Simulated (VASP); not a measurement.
Write the native input for VASP 6.6.1 that does the following.

```
Task                   : single point
Functional             : PBE
Potentials or basis    : VASP PAW PBE potentials, release 64 (Pd, I)
Cutoff                 : 520 eV
k mesh                 : 12 × 12 × 12
Occupations            : fermi-dirac, width 0.05 eV
Spin                   : no spin polarisation
Dipole correction      : no
Further INCAR settings : ALGO = Normal; EDIFF = 1e-06; NBANDS = 16
```

The structure of PdI (CsCl type) lies in POSCAR:

```
PdI
1.0
    3.5784973416      0.0000000000      0.0000000000
    0.0000000000      3.5784973416      0.0000000000
    0.0000000000      0.0000000000      3.5784973416
Pd I
1 1
Direct
    0.0000000000      0.0000000000      0.0000000000
    0.5000000000      0.5000000000      0.5000000000
```

One way to write it, as run:

INCAR

```
SYSTEM = PdI
  ALGO = Normal
  EDIFF = 1E-6
  ENCUT = 520
  GGA = PE
  ISIF = 2
  ISMEAR = -1
  LASPH = .True.
  LCHARG = .True.
  LELF = .True.
  LREAL = .False.
  LVHAR = .True.
  LWAVE = .False.
  NBANDS = 16
  NELM = 100
  PREC = Accurate
  SIGMA = 0.05
```

KPOINTS

```
k-points
0
Gamma
  12 12 12
  0 0 0
```

Potentials or basis: VASP PAW PBE potentials, release 64 (Pd, I).

The run is started by

```bash
$ cat potpaw_PBE.64/Pd/POTCAR potpaw_PBE.64/I/POTCAR > POTCAR
$ mpirun -np 1 vasp_std > vasp.out
```

Results of the run:

The pressure is -0.1 GPa and the band gap on the k mesh is zero (an odd number of electrons rules out a gap without spin polarisation).

Caveat: spin-orbit coupling is left out, which moves the levels of the heavy elements; an odd number of electrons without spin polarisation forces a metal; a magnetic or distorted state may lie lower.

Run time: 21 s on 1 thread of Intel(R) Xeon(R) 6975P-C (Granite Rapids), on a shared host, peak memory 0.2 GiB.
